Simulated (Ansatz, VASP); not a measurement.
**Hf2S: VASP beside Ansatz**

INCAR

```
PREC = Accurate ; ENCUT = 520
EDIFF = 1E-6 ; ISMEAR = 0
SIGMA = 0.15 ; LREAL = False
LASPH = True ; NELM = 60
ALGO = Normal ; ISIF = 2
LWAVE = False ; LCHARG = True
GGA = PS ; LELF = True
LVHAR = True ; NBANDS = 35
```

File KPOINTS:

```
regular mesh
0
Gamma
  18 18 4
```

POSCAR

```
Hf2S
1.0
    3.2963330598      0.0000000000      0.0000000000
   -1.6481665299      2.8547081692      0.0000000000
    0.0000000000      0.0000000000     11.6642358425
Hf S
4 2
Direct
    0.6666666667      0.3333333333      0.8986176343
    0.3333333333      0.6666666667      0.3986176343
    0.6666666667      0.3333333333      0.6013823657
    0.3333333333      0.6666666667      0.1013823657
    0.0000000000      0.0000000000      0.7500000000
    0.0000000000      0.0000000000      0.2500000000
```

Input for Ansatz:

```yaml
crystal:
  lattice:
    - [3.2963330598, 0.0, 0.0]
    - [-1.6481665299, 2.8547081692, 0.0]
    - [0.0, 0.0, 11.6642358425]
  atoms:
    - { symbol: Hf, position: [0.6666666667, 0.3333333333, 0.8986176343] }
    - { symbol: Hf, position: [0.3333333333, 0.6666666667, 0.3986176343] }
    - { symbol: Hf, position: [0.6666666667, 0.3333333333, 0.6013823657] }
    - { symbol: Hf, position: [0.3333333333, 0.6666666667, 0.1013823657] }
    - { symbol: S, position: [0.0, 0.0, 0.75] }
    - { symbol: S, position: [0.0, 0.0, 0.25] }
basis:
  ecutwfc: 420
kpoints:
  mp_grid: { grid: [18, 18, 4] }
hamiltonian:
  xc: pbesol
scf:
  occupations: { method: gaussian, width: 0.15 }
output:
  forces: true
  stress: true
  eigenvalues: true
```

Change from the starting cell: strain -0.015 along x and y, +0.000 along z, atoms carried along.

Alike in both runs: task single point; functional PBEsol; k mesh 18 × 18 × 4; occupations gaussian, width 0.15 eV; no spin polarisation.

|  | VASP | Ansatz |
| --- | --- | --- |
| version | VASP 6.6.1 | Ansatz 0.2.0 |
| potentials or method | VASP PAW PBE potentials, release 64 (Hf_pv, S), cutoff 520 eV | scalar-relativistic, plane waves, PAW |
| valence electrons in the cell | 52 | 116 |

```csv
,VASP,Ansatz,Ansatz less VASP
gap on the k mesh at the Fermi level (eV),none,none,-
pressure (GPa),3.9,4.3,+0.41
"traceless stress, the component that is largest in VASP (GPa)",-0.96,-0.99,-0.027
rms of the force components (eV/Å),0.039,0.043,+0.0031
```

VASP's potentials were made for PBE, not for PBEsol. Atom by atom the forces differ by 0.003 eV/Å (rms over components). A gap of «none» marks a metal or a gap that the smearing closes. VASP's potentials hold 52 valence electrons a cell and Ansatz's 116, so a difference there can come from the potentials and not from the codes.

Neither program's run includes spin-orbit coupling.
